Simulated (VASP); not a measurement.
**SnSe: single point with LDA**

Crystal: SnSe.

```
CELL_PARAMETERS angstrom
0.00000 3.02993 3.02993
3.02993 0.00000 3.02993
3.02993 3.02993 0.00000
ATOMIC_POSITIONS crystal
Sn 0.00000 0.00000 0.00000
Se 0.50000 0.50000 0.50000
```

This cell differs from its parent crystal: volume scaled by 1.02.

```yaml
Program: VASP 6.6.1
Task: single point
Functional: LDA
Potentials_or_basis: VASP PAW LDA potentials, release 64 (Sn_d, Se)
Cutoff: 520 eV
k_mesh: 9 × 9 × 9
Occupations: fermi-dirac, width 0.02 eV
Spin: no spin polarisation
```

The pressure is -4.0 GPa.

Levels at points of the mesh, in eV from the Fermi level:
```csv
k point,band 6,band 7,band 8,band 9,band 10,band 11,band 12,band 13,band 14,band 15
"(0.00, 0.00, 0.00)",-13.90,-5.41,-2.27,-2.27,-2.27,3.98,3.98,3.98,5.72,5.72
```

Run time: 8.1 s on 1 thread of Intel Xeon 6975P-C (shared host), peak memory 0.17 GiB.

Caveat: this odd mesh misses L, where the gap lies, so gap, dielectric constants and Born charges aren't listed; spin-orbit coupling is left out, which moves the levels of the heavy elements.
